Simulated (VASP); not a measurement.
Write the native input for VASP 6.6.1 that does the following.

| Property | Result |
| --- | --- |
| Task | single point |
| Functional | LDA |
| Potentials or basis | VASP PAW LDA potentials, release 64 (Mo_sv, S) |
| Cutoff | 520 eV |
| k mesh | 10 × 10 × 2 |
| Occupations | fermi-dirac, width 0.05 eV |
| Spin | no spin polarisation |
| Dipole correction | no |
| Further INCAR settings | ALGO = Normal; EDIFF = 1e-07; NBANDS = 20 |

The structure of MoS2 lies in POSCAR:

```
MoS2
1.0
    3.2465757816      0.0000000000      0.0000000000
   -1.6232878908      2.8116171022      0.0000000000
    0.0000000000      0.0000000000     17.6745803806
Mo S
1 2
Direct
    0.0000000000      0.0000000000      0.0000000000
    0.3333333333      0.6666666667      0.9105070200
    0.3333333333      0.6666666667      0.0894929800
```

This cell differs from its parent crystal: volume scaled by 1.06.

One way to write it, as run:

INCAR

```
SYSTEM = MoS2
PREC     = Accurate       ! precision mode
ENCUT    = 520            ! plane-wave cutoff, eV
EDIFF    = 1E-7           ! SCF threshold, eV
ISMEAR   = -1             ! smearing method
SIGMA    = 0.05           ! smearing width, eV
LREAL    = .False.        ! projectors in reciprocal space
LASPH    = .True.         ! aspherical terms in the spheres
NELM     = 80             ! most SCF steps
ALGO     = Normal         ! electronic algorithm
ISIF     = 2              ! what is computed and relaxed
LWAVE    = .False.        ! write WAVECAR
LCHARG   = .False.        ! write CHGCAR
GGA      = CA             ! functional
NBANDS   = 20             ! bands
```

KPOINTS

```
regular mesh
0
Gamma
  10 10 2
  0 0 0
```

Potentials or basis: VASP PAW LDA potentials, release 64 (Mo_sv, S).

Launch:

```bash
$ cat potpaw_LDA.64/Mo_sv/POTCAR potpaw_LDA.64/S/POTCAR > POTCAR
$ mpirun -np 1 vasp_std > vasp.out
```

Results of the run:

```
Largest force          : 1.238 eV/Å
Band gap on the k mesh : 1.59 eV, indirect (least direct gap 1.78 eV)
```

It took 90 s on 1 thread of Intel(R) Xeon(R) Platinum 8488C (Sapphire Rapids), on a shared host, peak memory 0.26 GiB.
